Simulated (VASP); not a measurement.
# Nb5Pd3 (I4/mmm) in VASP: notebook

Runs on Nb5Pd3. Level: LDA. Tasks: single point, relaxation of volume and atoms at fixed shape.

All numbers are computed with VASP 6.6.1; they aren't measurements. Logs are shortened: lines on timing, memory, paths and dates and some standing lists are left out, and cuts for length are marked.

## (1) The cell of the first run

It takes space group I4/mmm (No. 139, tetragonal). Conventional cell: a = 5.647 Å, b = 5.647 Å, c = 7.986 Å, α = 90.00°, β = 90.00°, γ = 90.00°. Within 3.7 Å of Nb (site symmetry 2/m) lie 6 Nb at 2.82 Å and 6 Pd at 2.82 Å. Nb (site symmetry 4/mmm) has 8 Nb at 2.82 Å and 4 Pd at 2.82 Å within 3.7 Å. Pd (site symmetry mmm) has 10 Nb at 2.82 Å and 2 Pd at 2.82 Å within 3.7 Å. Pd (site symmetry 4/mmm) has 8 Nb at 2.82 Å and 4 Pd at 2.82 Å within 3.7 Å.

## (2) Single point, LDA

File INCAR:

```
ALGO = Normal
EDIFF = 1E-6
ENCUT = 500
GGA = CA
GGA_COMPAT = F
ISIF = 2
ISMEAR = 1
LASPH = T
LCHARG = F
LREAL = F
LWAVE = F
NBANDS = 58
NELM = 120
PREC = Accurate
SIGMA = 0.05
```

File KPOINTS:

```
k-points
0
Gamma
  5 5 5
```

File POSCAR:

```
Nb5Pd3
1.0
    0.0000000000      3.9931877173      3.9931877173
    3.9931877173      0.0000000000      3.9931877173
    3.9931877173      3.9931877173      0.0000000000
Nb Pd
5 3
Direct
    0.0000000000      0.0000000000      0.0000000000
    0.0000000000      0.0000000000      0.5000000000
    0.0000000000      0.5000000000      0.0000000000
    0.5000000000      0.0000000000      0.5000000000
    0.5000000000      0.5000000000      0.5000000000
    0.0000000000      0.5000000000      0.5000000000
    0.5000000000      0.0000000000      0.0000000000
    0.5000000000      0.5000000000      0.0000000000
```

Potentials or basis: VASP PAW LDA potentials, release 64 (Nb_sv, Pd).

Launch:

```sh
cat potpaw_LDA.64/Nb_sv/POTCAR potpaw_LDA.64/Pd/POTCAR > POTCAR
mpirun -np 1 vasp_std > vasp.out
```

OUTCAR:

```text
EDIFF = 1E-6
   ENCUT = 500
   GGA = CA
   ISIF = 2
   ISMEAR = 1
   LASPH = T
   LREAL = F
   NELM = 120
   PREC = Accurate

 ion  position               nearest neighbor table
   1  0.000  0.000  0.000-   2 2.82   3 2.82   7 2.82   2 2.82   4 2.82   6 2.82   3 2.82   6 2.82
                             8 2.82   4 2.82   7 2.82   8 2.82
   2  0.000  0.000  0.500-   1 2.82   4 2.82   6 2.82   1 2.82   3 2.82   7 2.82   3 2.82   5 2.82
                             6 2.82   4 2.82   5 2.82   7 2.82
   3  0.000  0.500  0.000-   1 2.82   6 2.82   8 2.82   2 2.82   5 2.82   6 2.82   1 2.82   2 2.82
                             7 2.82   5 2.82   7 2.82   8 2.82
   4  0.500  0.000  0.500-   2 2.82   5 2.82   7 2.82   1 2.82   7 2.82   8 2.82   5 2.82   6 2.82
                             8 2.82   1 2.82   2 2.82   6 2.82
   5  0.500  0.500  0.500-   4 2.82   6 2.82   8 2.82   3 2.82   7 2.82   8 2.82   2 2.82   4 2.82
                             7 2.82   2 2.82   3 2.82   6 2.82
   6  0.000  0.500  0.500-   2 2.82   3 2.82   5 2.82   1 2.82   3 2.82   8 2.82   1 2.82   2 2.82
                             4 2.82   4 2.82   5 2.82   8 2.82
   7  0.500  0.000  0.000-   1 2.82   4 2.82   8 2.82   2 2.82   4 2.82   5 2.82   3 2.82   5 2.82
                             8 2.82   1 2.82   2 2.82   3 2.82
   8  0.500  0.500  0.000-   3 2.82   5 2.82   7 2.82   4 2.82   5 2.82   6 2.82   1 2.82   4 2.82
                             7 2.82   1 2.82   3 2.82   6 2.82

  LATTYP: Found a face centered cubic cell.
 ALAT       =     7.9863754346

  Lattice vectors:

 A1 = (   0.0000000000,   3.9931877173,   3.9931877173)
 A2 = (   3.9931877173,   0.0000000000,   3.9931877173)
 A3 = (   3.9931877173,   3.9931877173,   0.0000000000)

Analysis of symmetry for initial positions (statically):
=====================================================================
 Subroutine PRICEL returns:
 Original cell was already a primitive cell.

 Routine SETGRP: Setting up the symmetry group for a
 face centered cubic supercell.

 Subroutine GETGRP returns: Found 16 space group operations
 (whereof  4 operations were pure point group operations)
 out of a pool of 48 trial point group operations.

The static configuration has the point symmetry C_2h.
 The point group associated with its full space group is D_4h.

Analysis of symmetry for dynamics (positions and initial velocities):
=====================================================================
 Subroutine PRICEL returns:
 Original cell was already a primitive cell.

 Routine SETGRP: Setting up the symmetry group for a
 face centered cubic supercell.

 Subroutine GETGRP returns: Found 16 space group operations
 (whereof  4 operations were pure point group operations)
 out of a pool of 48 trial point group operations.

The dynamic configuration has the point symmetry C_2h.
 The point group associated with its full space group is D_4h.

 Subroutine INISYM returns: Found 16 space group operations
 (whereof  4 operations are pure point group operations),
 and found     1 'primitive' translations

----------------------------------------------------------------------------------------

                                     Primitive cell

  volume of cell :     127.3471

  direct lattice vectors                    reciprocal lattice vectors
     0.000000000  3.993187717  3.993187717    -0.125213247  0.125213247  0.125213247
     3.993187717  0.000000000  3.993187717     0.125213247 -0.125213247  0.125213247
     3.993187717  3.993187717  0.000000000     0.125213247  0.125213247 -0.125213247

  length of vectors
     5.647220227  5.647220227  5.647220227     0.216875706  0.216875706  0.216875706

  position of ions in fractional coordinates (direct lattice)
     0.000000000  0.000000000  0.000000000
     0.000000000  0.000000000  0.500000000
     0.000000000  0.500000000  0.000000000
     0.500000000  0.000000000  0.500000000
     0.500000000  0.500000000  0.500000000
     0.000000000  0.500000000  0.500000000
     0.500000000  0.000000000  0.000000000
     0.500000000  0.500000000  0.000000000

  ion indices of the primitive-cell ions
   primitive index   ion index
                 1           1
                 2           2
                 3           3
                 4           4
                 5           5
                 6           6
                 7           7
                 8           8

----------------------------------------------------------------------------------------

 KPOINTS: k-points

Automatic generation of k-mesh.
 Grid dimensions read from file:
 generate k-points for:    5    5    5

 Generating k-lattice:

  Cartesian coordinates                     Fractional coordinates (reciprocal lattice)
    -0.025042649  0.025042649  0.025042649     0.200000000  0.000000000  0.000000000
     0.025042649 -0.025042649  0.025042649     0.000000000  0.200000000  0.000000000
     0.025042649  0.025042649 -0.025042649     0.000000000  0.000000000  0.200000000

  Length of vectors
     0.043375141  0.043375141  0.043375141

  Shift w.r.t. Gamma in fractional coordinates (k-lattice)
     0.000000000  0.000000000  0.000000000

 Subroutine IBZKPT returns following result:
 ===========================================

 Found     18 irreducible k-points:

 Following reciprocal coordinates:
            Coordinates               Weight
  0.000000  0.000000  0.000000      1.000000
  0.200000  0.000000  0.000000      8.000000
  0.400000  0.000000  0.000000      8.000000
  0.200000  0.200000  0.000000      4.000000
  0.200000  0.000000  0.200000      2.000000
  0.400000  0.200000  0.000000     16.000000
[... 10 lines left out ...]
  0.200000 -0.400000  0.400000      8.000000
  0.400000  0.200000 -0.400000      8.000000
   k-points           NKPTS =     18   k-points in BZ     NKDIM =     18   number of bands    NBANDS=     58
   number of dos      NEDOS =    301   number of ions     NIONS =      8
   total plane-waves  NPLWV =  74088
   dimension x,y,z NGX =    42 NGY =   42 NGZ =   42
   dimension x,y,z NGXF=    84 NGYF=   84 NGZF=   84
   ions per type =               5   3
   NGX,Y,Z   is equivalent  to a cutoff of  12.36, 12.36, 12.36 a.u.
   NGXF,Y,Z  is equivalent  to a cutoff of  24.73, 24.73, 24.73 a.u.
 SYSTEM =  unknown system
   PREC   = accura    normal or accurate (medium, high low for compatibility)
   ISTART =      0    job   : 0-new  1-cont  2-samecut
   ICHARG =      2    charge: 1-file 2-atom 10-const
   ISPIN  =      1    spin polarized calculation?
   LNONCOLLINEAR =      F non collinear calculations
   LSORBIT =      F    spin-orbit coupling
   LASPH  =      T    aspherical Exc in radial PAW
   ENCUT  =  500.0 eV  36.75 Ry    6.06 a.u.  10.30 10.30 10.30*2*pi/ulx,y,z
   NELM   =    120;   NELMIN=  2; NELMDL= -5     # of ELM steps
   EDIFF  = 0.1E-05   stopping-criterion for ELM
   LREAL  =      F    real-space projection
   EDIFFG = 0.1E-04   stopping-criterion for IOM
   NSW    =      0    number of steps for IOM
   IBRION =     -1    ionic relax: 0-MD 1-quasi-New 2-CG
   NFREE  =      0    steps in history (QN), initial steepest desc. (CG)
   ISIF   =      2    stress and relaxation
   ISYM   =      2    0-nonsym 1-usesym 2-fastsym
   POTIM  = 0.5000    time-step for ionic-motion
   TEBEG  =    0.0;   TEEND  =   0.0 temperature during run
   PSTRESS=    0.0 pullay stress
   NELECT =      95.0000    total number of electrons
   NUPDOWN=      -1.0000    fix difference up-down
   EMIN   =  10.00;   EMAX   =-10.00  energy-range for DOS
   EFERMI =   0.00;   METHOD = LEGACY
   ISMEAR =     1;   SIGMA  =   0.05  broadening in eV -4-tet -1-fermi 0-gaus
   EFERMI_NEDOS =   21; number of points for ismear=-14 and -15
   IALGO  =     38    algorithm
   IMIX   =      4    mixing-type and parameters
     AMIX     =   0.40;   BMIX     =  1.00
     AMIX_MAG =   1.60;   BMIX_MAG =  1.00
  volume/ion in A,a.u.               =      15.92       107.42
  Fermi-wavevector in a.u.,A,eV,Ry     =   1.484749  2.805768 29.993756  2.204479
  Thomas-Fermi vector in A             =   2.598247
   LORBIT       =      0    0 simple, 1 ext, 2 COOP (PROOUT), +10 PAW based schemes
   GGA     = CA    functional components
   LHFCALC =     F    Hartree Fock is set to
   AEXX    =    0.0000 exact exchange contribution
   IVDW    =     0    specifies the selected vdW correction
   LEPSILON=     F    determine dielectric tensor
   LRPA    =     F    only Hartree local field effects (RPA)
 non-spin polarized calculation
 Methfessel and Paxton  Order N= 1 SIGMA  =   0.05
  energy-cutoff  :      500.00
  volume of cell :      127.35
 maximum number of plane-waves:      3287
 NGX is ok and might be reduce to    42
   NGX = 21   NGY = 21   NGZ = 21

 number of electron      95.0000007 magnetization

 Free energy of the ion-electron system (eV)
  ---------------------------------------------------
  ext. energy  EPLUGINS =         0.00000000
  ---------------------------------------------------
  free energy    TOTEN  =       -77.00724599 eV

  energy without entropy =      -77.00435282  energy(sigma->0) =      -77.00628160

 E-fermi :  11.8918     XC(G=0): -13.2758

 val. band max:       11.8908138428   @ k =  -0.4000   0.4000   0.2000
 cond. band min:      11.8965327973   @ k =  -0.4000   0.2000   0.0000
 fundamental gap:      0.0057189545
 Fermi energy:        11.8917623896

 k-point     1 :       0.0000    0.0000    0.0000
  band No.  band energies     occupation
      1     -42.5851      2.00000
      2     -42.4176      2.00000
      3     -42.4176      2.00000
      4     -42.2967      2.00000
      5     -42.1623      2.00000
      6     -19.6202      2.00000
[... 50 lines left out ...]
     57      15.5442      0.00000
     58      15.5829      0.00000

 k-point     2 :       0.2000    0.0000    0.0000
  band No.  band energies     occupation
      1     -42.5675      2.00000
      2     -42.4302      2.00000
      3     -42.4061      2.00000
      4     -42.3084      2.00000
      5     -42.1678      2.00000
      6     -19.5410      2.00000
[... 971 lines left out ...]
      2     -42.4292      2.00000
      3     -42.4191      2.00000
      4     -42.3192      2.00000
      5     -42.1898      2.00000
      6     -19.2679      2.00000
[... 50 lines left out ...]
     57      14.5326      0.00000
     58      14.8299      0.00000

------------------------ aborting loop because EDIFF is reached ----------------------------------------

  FORCE on cell =-STRESS in cart. coord.  units (eV):
  Direction    XX          YY          ZZ          XY          YZ          ZX
  --------------------------------------------------------------------------------------
  -------------------------------------------------------------------------------------
  Total       -0.6967102      1.2863931     -0.6967102     -0.0000000      0.0000000      0.0000000
  in kB       -8.7654372     16.1843446     -8.7654372     -0.0000000      0.0000000      0.0000000
  external PRESSURE =      -0.4488432 kB  Pullay stress =       0.0000000 kB

 VOLUME and BASIS-vectors are now :
 -----------------------------------------------------------------------------
  energy-cutoff  :      500.00
  volume of cell :      127.35
      direct lattice vectors                 reciprocal lattice vectors
     0.000000000  3.993187717  3.993187717    -0.125213247  0.125213247  0.125213247
     3.993187717  0.000000000  3.993187717     0.125213247 -0.125213247  0.125213247
     3.993187717  3.993187717  0.000000000     0.125213247  0.125213247 -0.125213247

 POSITION                                       TOTAL-FORCE (eV/Angst)
 -----------------------------------------------------------------------------------
      0.00000      0.00000      0.00000        -0.000000     -0.000000      0.000000
      1.99659      1.99659      0.00000        -0.000000     -0.000000      0.000000
      1.99659      0.00000      1.99659        -0.000000     -0.000000      0.000000
      1.99659      3.99319      1.99659        -0.000000     -0.000000      0.000000
      3.99319      3.99319      3.99319        -0.000000      0.000000      0.000000
      3.99319      1.99659      1.99659         0.000000      0.000000     -0.000000
      0.00000      1.99659      1.99659         0.000000      0.000000     -0.000000
      1.99659      1.99659      3.99319        -0.000000     -0.000000      0.000000
 -----------------------------------------------------------------------------------
    total drift:                               -0.000000     -0.000000      0.000000

  FREE ENERGIE OF THE ION-ELECTRON SYSTEM (eV)
  ---------------------------------------------------
  free  energy   TOTEN  =       -77.0072459913 eV

  energy  without entropy=      -77.0043528178  energy(sigma->0) =      -77.00628160
```

Run time: 92 s. Hardware: 1 thread of Intel Xeon 6975P-C (Granite Rapids), shared host; peak memory 0.26 GiB.

Results:

```yaml
Free_energy: -77.0072 eV
Pressure: 0.0 GPa
Band_gap_on_the_k_mesh: zero (an odd number of electrons rules out a gap without spin polarisation)
```

Stress tensor (GPa, compression positive):
```
-0.88  0.00  0.00
 0.00  1.62  0.00
 0.00  0.00 -0.88
```

Levels at points of the mesh, in eV from the Fermi level:
```tsv
k point	band 43	band 44	band 45	band 46	band 47	band 48	band 49	band 50	band 51	band 52
(0.00, 0.00, 0.00)	-0.56	-0.11	0.03	0.11	0.77	0.77	1.32	1.63	2.51	2.51
```

(Continued in part 2 of 2.)
